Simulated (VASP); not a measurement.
Set up this calculation in VASP 6.6.1, as the native input.

```yaml
Task: single point
Functional: PBE
Potentials_or_basis: VASP PAW PBE potentials, release 64 (Na_pv, H)
Cutoff: 520 eV
k_mesh: 6 × 6 × 6
Occupations: gaussian, width 0.5 eV
Spin: no spin polarisation
Dipole_correction: no
Further_INCAR_settings: ALGO = Normal; EDIFF = 1e-06; NBANDS = 11
```

The structure of NaH lies in POSCAR:

```
NaH
1.0
    0.0000000000      2.3975116422      2.3975116422
    2.3975116422      0.0000000000      2.3975116422
    2.3975116422      2.3975116422      0.0000000000
Na H
1 1
Direct
    0.0000000000      0.0000000000      0.0000000000
    0.5000000000      0.5000000000      0.5000000000
```

The input as run:

INCAR

```
ALGO     = Normal         # electronic algorithm
EDIFF    = 1E-6           # SCF threshold, eV
ENCUT    = 520            # plane-wave cutoff, eV
GGA      = PE             # functional
ISIF     = 2              # what is computed and relaxed
ISMEAR   = 0              # smearing method
LASPH    = True           # aspherical terms in the spheres
LCHARG   = False          # write CHGCAR
LREAL    = False          # projectors in reciprocal space
LWAVE    = False          # write WAVECAR
NBANDS   = 11             # bands
NELM     = 100            # most SCF steps
PREC     = Accurate       # precision mode
SIGMA    = 0.5            # smearing width, eV
```

KPOINTS

```
k-points
0
Gamma
  6 6 6
```

Potentials or basis: VASP PAW PBE potentials, release 64 (Na_pv, H).

Command:

```console
$ cat potpaw_PBE.64/Na_pv/POTCAR potpaw_PBE.64/H/POTCAR > POTCAR
$ mpirun -np 1 vasp_std > vasp.out
```

It gave:

```json
{
 "Pressure": "0.5 GPa",
 "Band gap on the k mesh": "3.85 eV (least direct gap 4.67 eV)"
}
```

Run time: 14 s on 1 thread of AMD EPYC 7R13 (shared host), peak memory 0.11 GiB.
